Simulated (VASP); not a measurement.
# SnSe3 (P6_3/mmc) in VASP: a series of runs

Runs on SnSe3. Level: PBE. Tasks: single point, relaxation of cell and atoms.

Everything below comes from runs of VASP 6.6.1. Logs are shortened: lines on timing, memory, paths and dates and some standing lists are left out, and cuts for length are marked.

## Step 1: The cell of the first run

It takes space group P6_3/mmc (No. 194, hexagonal). The conventional cell has a = 6.225 Å, b = 6.225 Å, c = 5.521 Å, α = 90.00°, β = 90.00°, γ = 120.00°. Within 4.1 Å of Sn (site symmetry -6m2) lie 12 Se at 3.11 to 3.23 Å. Se (site symmetry mm2) has 8 Se at 2.90 to 3.36 Å and 4 Sn at 3.11 to 3.23 Å within 3.8 Å.

## Step 2: Single point, PBE

INCAR reads:

```
SYSTEM = SnSe3
ALGO = Normal
EDIFF = 1E-7
ENCUT = 520
GGA = PE
ISIF = 2
ISMEAR = 0
LASPH = .True.
LCHARG = .False.
LREAL = .False.
LWAVE = .False.
NBANDS = 42
NELM = 80
PREC = Accurate
SIGMA = 0.1
```

KPOINTS reads:

```
k-points
0
Gamma
  3 3 4
  0 0 0
```

POSCAR reads:

```
SnSe3
1.0
    6.2250806281      0.0000000000      0.0000000000
   -3.1125403141      5.3910779646      0.0000000000
    0.0000000000      0.0000000000      5.5213470267
Sn Se
2 6
Direct
    0.3333333333      0.6666666667      0.2500000000
    0.6666666667      0.3333333333      0.7500000000
    0.8219283341      0.6438566681      0.2500000000
    0.1780716659      0.8219283341      0.7500000000
    0.3561433319      0.1780716659      0.2500000000
    0.1780716659      0.3561433319      0.7500000000
    0.8219283341      0.1780716659      0.2500000000
    0.6438566681      0.8219283341      0.7500000000
```

Potentials or basis: VASP PAW PBE potentials, release 64 (Sn_d, Se).

On the command line:

```bash
cat potpaw_PBE.64/Sn_d/POTCAR potpaw_PBE.64/Se/POTCAR > POTCAR
mpirun -np 1 vasp_std > vasp.out
```

OUTCAR:

```text
SYSTEM = SnSe3
   EDIFF = 1E-7
   ENCUT = 520
   GGA = PE
   ISIF = 2
   ISMEAR = 0
   LASPH = .True.
   LREAL = .False.
   NELM = 80
   PREC = Accurate

 ion  position               nearest neighbor table
   1  0.333  0.667  0.250-   3 3.11   5 3.11   7 3.11   7 3.11   3 3.11   5 3.11   8 3.23   8 3.23
                             4 3.23   4 3.23   6 3.23   6 3.23
   2  0.667  0.333  0.750-   6 3.11   8 3.11   4 3.11   4 3.11   6 3.11   8 3.11   5 3.23   5 3.23
                             7 3.23   7 3.23   3 3.23   3 3.23
   3  0.822  0.644  0.250-   1 3.11   1 3.11   2 3.23   2 3.23
   4  0.178  0.822  0.750-   2 3.11   2 3.11   1 3.23   1 3.23
   5  0.356  0.178  0.250-   1 3.11   1 3.11   2 3.23   2 3.23
   6  0.178  0.356  0.750-   2 3.11   2 3.11   1 3.23   1 3.23
   7  0.822  0.178  0.250-   1 3.11   1 3.11   2 3.23   2 3.23
   8  0.644  0.822  0.750-   2 3.11   2 3.11   1 3.23   1 3.23

  LATTYP: Found a hexagonal cell.
 ALAT       =     6.2250806281
 C/A-ratio  =     0.8869518897

  Lattice vectors:

 A1 = (   6.2250806281,   0.0000000000,   0.0000000000)
 A2 = (  -3.1125403141,   5.3910779646,   0.0000000000)
 A3 = (   0.0000000000,   0.0000000000,   5.5213470267)

Analysis of symmetry for initial positions (statically):
=====================================================================
 Subroutine PRICEL returns:
 Original cell was already a primitive cell.

 Routine SETGRP: Setting up the symmetry group for a
 hexagonal supercell.

 Subroutine GETGRP returns: Found 24 space group operations
 (whereof 12 operations were pure point group operations)
 out of a pool of 24 trial point group operations.

The static configuration has the point symmetry D_3d.
 The point group associated with its full space group is D_6h.

Analysis of symmetry for dynamics (positions and initial velocities):
=====================================================================
 Subroutine PRICEL returns:
 Original cell was already a primitive cell.

 Routine SETGRP: Setting up the symmetry group for a
 hexagonal supercell.

 Subroutine GETGRP returns: Found 24 space group operations
 (whereof 12 operations were pure point group operations)
 out of a pool of 24 trial point group operations.

The dynamic configuration has the point symmetry D_3d.
 The point group associated with its full space group is D_6h.

 Subroutine INISYM returns: Found 24 space group operations
 (whereof 12 operations are pure point group operations),
 and found     1 'primitive' translations

----------------------------------------------------------------------------------------

                                     Primitive cell

  volume of cell :     185.2958

  direct lattice vectors                    reciprocal lattice vectors
     6.225080628  0.000000000  0.000000000     0.160640490  0.092745830  0.000000000
    -3.112540314  5.391077965  0.000000000     0.000000000  0.185491660  0.000000000
     0.000000000  0.000000000  5.521347027     0.000000000  0.000000000  0.181115223

  length of vectors
     6.225080628  6.225080628  5.521347027     0.185491660  0.185491660  0.181115223

  position of ions in fractional coordinates (direct lattice)
     0.333333333  0.666666667  0.250000000
     0.666666667  0.333333333  0.750000000
     0.821928334  0.643856668  0.250000000
     0.178071666  0.821928334  0.750000000
     0.356143332  0.178071666  0.250000000
     0.178071666  0.356143332  0.750000000
     0.821928334  0.178071666  0.250000000
     0.643856668  0.821928334  0.750000000

  ion indices of the primitive-cell ions
   primitive index   ion index
                 1           1
                 2           2
                 3           3
                 4           4
                 5           5
                 6           6
                 7           7
                 8           8

----------------------------------------------------------------------------------------

 KPOINTS: k-points

Automatic generation of k-mesh.
 Grid dimensions read from file:
[... 60 lines left out ...]
      6     -15.8942      2.00000
[... 34 lines left out ...]
     41       9.5148      0.00000
     42       9.5148      0.00000

 k-point     4 :       0.0000    0.0000    0.2500
  band No.  band energies     occupation
      1     -15.9196      2.00000
      2     -15.9104      2.00000
      3     -15.9028      2.00000
      4     -15.9028      2.00000
      5     -15.8983      2.00000
      6     -15.8983      2.00000
[... 34 lines left out ...]
     41      10.8796      0.00000
     42      10.8796      0.00000

 k-point     5 :       0.3333    0.0000    0.2500
  band No.  band energies     occupation
      1     -15.9171      2.00000
      2     -15.9118      2.00000
      3     -15.9027      2.00000
      4     -15.9015      2.00000
      5     -15.8981      2.00000
      6     -15.8971      2.00000
[... 34 lines left out ...]
     41      10.0016      0.00000
     42      10.4413      0.00000

 k-point     6 :       0.3333    0.3333    0.2500
  band No.  band energies     occupation
      1     -15.9142      2.00000
      2     -15.9142      2.00000
      3     -15.9029      2.00000
      4     -15.8995      2.00000
      5     -15.8995      2.00000
      6     -15.8962      2.00000
[... 34 lines left out ...]
     41       8.8106      0.00000
     42       8.9620      0.00000

 k-point     7 :       0.0000    0.0000    0.5000
  band No.  band energies     occupation
      1     -15.9136      2.00000
      2     -15.9136      2.00000
      3     -15.9020      2.00000
      4     -15.9020      2.00000
      5     -15.9020      2.00000
      6     -15.9020      2.00000
[... 34 lines left out ...]
     41      10.7977      0.00000
     42      10.7977      0.00000

 k-point     8 :       0.3333    0.0000    0.5000
  band No.  band energies     occupation
      1     -15.9130      2.00000
      2     -15.9130      2.00000
      3     -15.9008      2.00000
      4     -15.9008      2.00000
      5     -15.9006      2.00000
      6     -15.9006      2.00000
[... 34 lines left out ...]
     41      10.2210      0.00000
     42      10.2210      0.00000

 k-point     9 :       0.3333    0.3333    0.5000
  band No.  band energies     occupation
      1     -15.9126      2.00000
      2     -15.9126      2.00000
      3     -15.9002      2.00000
      4     -15.9002      2.00000
      5     -15.9000      2.00000
      6     -15.9000      2.00000
[... 34 lines left out ...]
     41       8.4620      0.00000
     42       8.4620      0.00000

------------------------ aborting loop because EDIFF is reached ----------------------------------------

  FORCE on cell =-STRESS in cart. coord.  units (eV):
  Direction    XX          YY          ZZ          XY          YZ          ZX
  --------------------------------------------------------------------------------------
  -------------------------------------------------------------------------------------
  Total        0.2201531      0.2201531     -0.0197536     -0.0000000      0.0000000      0.0000000
  in kB        1.9035738      1.9035738     -0.1708014     -0.0000000      0.0000000      0.0000000
  external PRESSURE =       1.2121154 kB  Pullay stress =       0.0000000 kB

 VOLUME and BASIS-vectors are now :
 -----------------------------------------------------------------------------
  energy-cutoff  :      520.00
  volume of cell :      185.30
      direct lattice vectors                 reciprocal lattice vectors
     6.225080628  0.000000000  0.000000000     0.160640490  0.092745830  0.000000000
    -3.112540314  5.391077965  0.000000000     0.000000000  0.185491660  0.000000000
     0.000000000  0.000000000  5.521347027     0.000000000  0.000000000  0.181115223

 POSITION                                       TOTAL-FORCE (eV/Angst)
 -----------------------------------------------------------------------------------
     -0.00000      3.59405      1.38034         0.000000      0.000000      0.000000
      3.11254      1.79703      4.14101         0.000000     -0.000000      0.000000
      3.11254      3.47108      1.38034         0.000000     -0.008680     -0.000000
     -1.44977      4.43108      4.14101         0.007517     -0.004340     -0.000000
      1.66277      0.96000      1.38034         0.007517      0.004340      0.000000
     -0.00000      1.92000      4.14101        -0.000000      0.008680      0.000000
      4.56231      0.96000      1.38034        -0.007517      0.004340      0.000000
      1.44977      4.43108      4.14101        -0.007517     -0.004340     -0.000000
 -----------------------------------------------------------------------------------
    total drift:                                0.000000     -0.000000      0.000000

  FREE ENERGIE OF THE ION-ELECTRON SYSTEM (eV)
  ---------------------------------------------------
  free  energy   TOTEN  =       -26.7951917520 eV

  energy  without entropy=      -26.7743939111  energy(sigma->0) =      -26.78479283
```

It took 98 s on 1 thread of Intel Xeon Platinum 8375C at 2.90GHz (Ice Lake), shared host; peak memory 0.32 GiB.

What came out:

| Item | Value |
| --- | --- |
| Free energy | -26.7952 eV |
| Pressure | 0.1 GPa |
| Largest force | 0.009 eV/Å |
| Band gap on the k mesh | zero (band 32 reaches 6.42 eV, above the bottom of band 33 at 4.47 eV) |

Forces in eV/Å, atoms in the order of the input:
```
Sn   0.000  0.000  0.000
Sn   0.000  0.000  0.000
Se   0.000 -0.009  0.000
Se   0.008 -0.004  0.000
Se   0.008  0.004  0.000
Se   0.000  0.009  0.000
Se  -0.008  0.004  0.000
Se  -0.008 -0.004  0.000
```

Caveat: the k points lie up to 0.39 Å⁻¹ apart; spin-orbit coupling is left out, which moves the levels of the heavy elements.

## Step 3: Single point, PBE

This run uses another cell than the first one, of 26.40 Å³/atom, 1.140 times its volume.

INCAR reads:

```
SYSTEM = SnSe3
ALGO     = Normal         ! electronic algorithm
EDIFF    = 1E-6           ! SCF threshold, eV
ENCUT    = 520            ! plane-wave cutoff, eV
GGA      = PE             ! functional
ISIF     = 2              ! what is computed and relaxed
ISMEAR   = 0              ! smearing method
LASPH    = .True.         ! aspherical terms in the spheres
LCHARG   = .False.        ! write CHGCAR
LREAL    = .False.        ! projectors in reciprocal space
LWAVE    = .False.        ! write WAVECAR
NBANDS   = 42             ! bands
NELM     = 100            ! most SCF steps
PREC     = Accurate       ! precision mode
SIGMA    = 0.1            ! smearing width, eV
```

KPOINTS is that of step 2.

POSCAR reads:

```
SnSe3
1.0
    6.7224793371      0.0000000000      0.0000000000
   -3.3612396686      5.8218378824      0.0000000000
    0.0000000000      0.0000000000      5.3958268949
Sn Se
2 6
Direct
    0.3333333333      0.6666666667      0.2500000000
    0.6666666667      0.3333333333      0.7500000000
    0.8330000000      0.6660000000      0.2500000000
    0.1670000000      0.8330000000      0.7500000000
    0.3340000000      0.1670000000      0.2500000000
    0.1670000000      0.3340000000      0.7500000000
    0.8330000000      0.1670000000      0.2500000000
    0.6660000000      0.8330000000      0.7500000000
```

Potentials or basis: VASP PAW PBE potentials, release 64 (Sn_d, Se).

On the command line:

```bash
cat potpaw_PBE.64/Sn_d/POTCAR potpaw_PBE.64/Se/POTCAR > POTCAR
mpirun -np 1 vasp_std > vasp.out
```

It took 99 s on 1 thread of Intel Xeon Platinum 8375C at 2.90GHz (Ice Lake), shared host; peak memory 0.33 GiB.

It converged, with:

- Free energy: -25.7832 eV
- Pressure: -6.3 GPa
- Largest force: 0.321 eV/Å
- Band gap on the k mesh: zero (band 32 reaches 4.60 eV, above the bottom of band 33 at 3.39 eV)

Forces on the atoms (eV/Å):
```
Sn   0.000  0.000  0.000
Sn   0.000  0.000  0.000
Se   0.000 -0.321  0.000
Se   0.278 -0.160  0.000
Se   0.278  0.160  0.000
Se   0.000  0.321  0.000
Se  -0.278  0.160  0.000
Se  -0.278 -0.160  0.000
```

Stress tensor (GPa, compression positive):
```
-6.94  0.00  0.00
 0.00 -6.94  0.00
 0.00  0.00 -4.89
```

Levels at points of the mesh, in eV from the Fermi level:
```csv
k point,band 30,band 31,band 32,band 33,band 34,band 35
"(0.00, 0.00, 0.00)",-0.59,-0.59,0.15,0.15,0.97,0.98
"(0.00, 0.00, 0.50)",-0.03,-0.03,-0.03,0.70,0.70,0.70
```

Caveat: spin-orbit coupling is left out, which moves the levels of the heavy elements.

## Step 4: Relaxation of cell and atoms, PBE

This run uses another cell than the first one, of 26.40 Å³/atom, 1.140 times its volume.

INCAR reads:

```
SYSTEM = SnSe3
  PREC = Accurate
  ENCUT = 600
  EDIFF = 1E-6
  ISMEAR = 0
  SIGMA = 0.1
  LREAL = .False.
  LASPH = .True.
  NELM = 60
  ALGO = Normal
  ISIF = 3
  LWAVE = .False.
  LCHARG = .False.
  GGA = PE
  IBRION = 2
  NSW = 90
  EDIFFG = -0.04
```

KPOINTS reads:

```
Automatic mesh
0
Gamma
  3 3 4
  0 0 0
```

POSCAR is that of step 3.

On the command line:

```bash
cat potpaw_PBE.64/Sn_d/POTCAR potpaw_PBE.64/Se/POTCAR > POTCAR
mpirun -np 1 vasp_std > vasp.out
```

Run time: 15 min. Hardware: 1 thread of AMD EPYC 7R13, shared host; peak memory 0.4 GiB.

The run converged. Its results:

```
Free energy                            : -26.7959 eV
Relaxed volume                         : 23.15 Å³/atom
Relaxed cell                           : a = 6.234 Å, b = 6.234 Å, c = 5.503 Å, α = 90.00°, β = 90.00°, γ = 120.00°
Space group after relaxing (to 0.05 Å) : P6_3/mmc (No. 194)
Energy gained by relaxing              : 126.6 meV/atom
Ionic steps                            : 9
Pressure after relaxing                : 0.0 GPa
Largest force after relaxing           : 0.033 eV/Å
Band gap on the k mesh                 : zero (band 32 reaches 6.42 eV, above the bottom of band 33 at 4.49 eV)
```

Forces in eV/Å, atoms in the order of the input:
```
Sn   0.000  0.000  0.000
Sn   0.000  0.000  0.000
Se   0.000 -0.033  0.000
Se   0.028 -0.016  0.000
Se   0.028  0.016  0.000
Se   0.000  0.033  0.000
Se  -0.028  0.016  0.000
Se  -0.028 -0.016  0.000
```

Stress tensor (GPa, compression positive):
```
-0.05  0.00  0.00
 0.00 -0.05  0.00
 0.00  0.00  0.14
```

The path:
```
step  energy change (eV)  largest force (eV/Å)  pressure (GPa)  volume (Å³)
   1              0.0000                0.3207           -6.24       211.18
   2             -0.7305                0.2138            0.08       181.25
   3             -0.7312                0.2100            0.31       180.52
   4             -0.7986                0.2636            0.44       180.44
   5             -0.9405                0.2876            1.25       179.88
   6             -0.9765                0.2086            0.30       183.58
   7             -0.9834                0.1702           -0.22       186.03
   8             -1.0030                0.1087           -0.15       185.67
   9             -1.0125                0.0326            0.01       185.20
```

Final structure:
```
Sn Se
1.0
     6.23396    0.00000    0.00000
    -3.11698    5.39877    0.00000
     0.00000    0.00000    5.50280
Sn Se
2 6
Direct
  0.33333 0.66667 0.25000
  0.66667 0.33333 0.75000
  0.82247 0.64494 0.25000
  0.17753 0.82247 0.75000
  0.35506 0.17753 0.25000
  0.17753 0.35506 0.75000
  0.82247 0.17753 0.25000
  0.64494 0.82247 0.75000
```

Levels at points of the mesh, in eV from the Fermi level:
```csv
k point,band 29,band 30,band 31,band 32,band 33,band 34,band 35,band 36
"(0.00, 0.00, 0.00)",-0.85,-0.85,-0.36,0.89,0.89,1.28,1.75,1.75
"(0.00, 0.00, 0.50)",-0.34,-0.34,0.35,0.35,1.41,1.41,1.41,1.41
```

Caveat: spin-orbit coupling is left out, which moves the levels of the heavy elements.

## Step 5: Single point, PBE

This run uses another cell than the first one, of 23.79 Å³/atom, 1.027 times its volume.

INCAR reads:

```
ALGO     = Normal         # electronic algorithm
EDIFF    = 1E-6           # SCF threshold, eV
ENCUT    = 520            # plane-wave cutoff, eV
GGA      = PE             # functional
ISIF     = 2              # what is computed and relaxed
ISMEAR   = 0              # smearing method
LASPH    = True           # aspherical terms in the spheres
LCHARG   = True           # write CHGCAR
LELF     = True           # ELF
LREAL    = False          # projectors in reciprocal space
LVHAR    = True         
LWAVE    = False          # write WAVECAR
NBANDS   = 42             # bands
NELM     = 100            # most SCF steps
PREC     = Accurate       # precision mode
SIGMA    = 0.1            # smearing width, eV
```

KPOINTS reads:

```
k-points
0
Gamma
  6 6 8
```

POSCAR reads:

```
SnSe3
1.0
    6.1415856699      0.0000000000      0.0000000000
   -3.0707928350      5.3187692096      0.0000000000
    0.0000000000      0.0000000000      5.8261463544
Sn Se
2 6
Direct
    0.3333333333      0.6666666667      0.2500000000
    0.6666666667      0.3333333333      0.7500000000
    0.8232169272      0.6464338544      0.2500000000
    0.1767830728      0.8232169272      0.7500000000
    0.3535661456      0.1767830728      0.2500000000
    0.1767830728      0.3535661456      0.7500000000
    0.8232169272      0.1767830728      0.2500000000
    0.6464338544      0.8232169272      0.7500000000
```

On the command line:

```bash
cat potpaw_PBE.64/Sn_d/POTCAR potpaw_PBE.64/Se/POTCAR > POTCAR
mpirun -np 1 vasp_std > vasp.out
```

Wall time 4.6 min (1 thread of Intel Xeon 6975P-C, shared host); peak memory 0.45 GiB.

It converged, with:

```yaml
Free_energy: -26.6087 eV
Pressure: 0.0 GPa
Band_gap_on_the_k_mesh: zero (band 32 reaches 6.39 eV, above the bottom of band 33 at 4.41 eV)
```

Forces on the atoms (eV/Å):
```
Sn   0.000  0.000  0.000
Sn   0.000  0.000  0.000
Se   0.000  0.002  0.000
Se  -0.002  0.001  0.000
Se  -0.002 -0.001  0.000
Se   0.000 -0.002  0.000
Se   0.002 -0.001  0.000
Se   0.002  0.001  0.000
```

Levels at points of the mesh, in eV from the Fermi level:
| k point | band 28 | band 29 | band 30 | band 31 | band 32 | band 33 | band 34 | band 35 | band 36 | band 37 |
| --- | --- | --- | --- | --- | --- | --- | --- | --- | --- | --- |
| (0.00, 0.00, 0.00) | -1.72 | -0.72 | -0.72 | -0.02 | 1.18 | 1.18 | 1.18 | 1.88 | 1.88 | 2.26 |
| (0.50, 0.00, 0.00) | -1.75 | -1.64 | -1.43 | -0.47 | -0.01 | 0.15 | 0.56 | 1.37 | 1.47 | 1.53 |
| (0.00, 0.00, 0.50) | -0.50 | -0.50 | -0.50 | 0.52 | 0.52 | 1.58 | 1.58 | 1.58 | 1.58 | 2.46 |
| (0.50, 0.00, 0.50) | -1.72 | -1.31 | -1.31 | -0.47 | -0.47 | 0.01 | 0.01 | 1.49 | 1.49 | 1.55 |

Caveat: spin-orbit coupling is left out, which moves the levels of the heavy elements.

## Step 6: Overview

```csv
task,cell,k mesh,cutoff (eV),gap on the mesh (eV),pressure (GPa),largest force (eV/Å)
single point,"a = 6.225, b = 6.225, c = 5.521 Å, angles 90.0, 90.0, 120.0°, 8 atoms",3 × 3 × 4,520,none,0.1,0.01
single point,"a = 6.722, b = 6.722, c = 5.396 Å, angles 90.0, 90.0, 120.0°, 8 atoms",3 × 3 × 4,520,none,-6.3,0.32
relaxation of cell and atoms,"relaxed from a = 6.722, b = 6.722, c = 5.396 Å, angles 90.0, 90.0, 120.0°, 8 atoms",3 × 3 × 4,600,none,0.0,0.03
single point,"a = 6.142, b = 6.142, c = 5.826 Å, angles 90.0, 90.0, 120.0°, 8 atoms",6 × 6 × 8,520,none,0.0,-
```

Alike in all rows: level PBE; potentials or basis VASP PAW PBE potentials, release 64 (Sn_d, Se); no spin polarisation; smearing gaussian 0.1 eV.

Caveats: some runs use coarse meshes; spin-orbit coupling is left out, which moves the levels of the heavy elements.

Absolute energies hang on the potentials; compare differences alone.
